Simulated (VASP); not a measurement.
Set up this calculation in VASP 6.6.1, as the native input.

```
Task                   : single point
Functional             : PBE
Potentials or basis    : VASP PAW PBE potentials, release 64 (P)
Cutoff                 : 520 eV
k mesh                 : 22 × 22 × 22
Occupations            : fermi-dirac, width 0.08 eV
Spin                   : no spin polarisation
Dipole correction      : no
Further INCAR settings : ALGO = Normal; EDIFF = 1e-06; NBANDS = 12
```

The structure of P lies in POSCAR:

```
P
1.0
   -1.8268774376      1.8268774376      0.9680201033
    1.8268774376     -1.8268774376      0.9680201033
    1.8268774376      1.8268774376     -0.9680201033
P
2
Direct
   -0.3750000000     -0.1250000000     -0.2500000000
    0.3750000000      0.1250000000      0.2500000000
```

These files were run (other wordings do the same):

INCAR

```
ALGO = Normal
EDIFF = 1E-6
ENCUT = 520
GGA = PE
ISIF = 2
ISMEAR = -1
LASPH = T
LCHARG = T
LELF = T
LREAL = F
LVHAR = T
LWAVE = F
NBANDS = 12
NELM = 100
PREC = Accurate
SIGMA = 0.08
```

KPOINTS

```
k-points
0
Gamma
  22 22 22
```

Potentials or basis: VASP PAW PBE potentials, release 64 (P).

Launch:

```bash
$ cat potpaw_PBE.64/P/POTCAR > POTCAR
$ mpirun -np 1 vasp_std > vasp.out
```

It gave:

| Property | Result |
| --- | --- |
| Pressure | 443.8 GPa |
| Band gap on the k mesh | zero (band 5 reaches 32.05 eV, above the bottom of band 6 at 21.05 eV) |

Run time: 99 s on 1 thread of Intel(R) Xeon(R) Platinum 8488C (Sapphire Rapids) (shared host), peak memory 0.21 GiB.
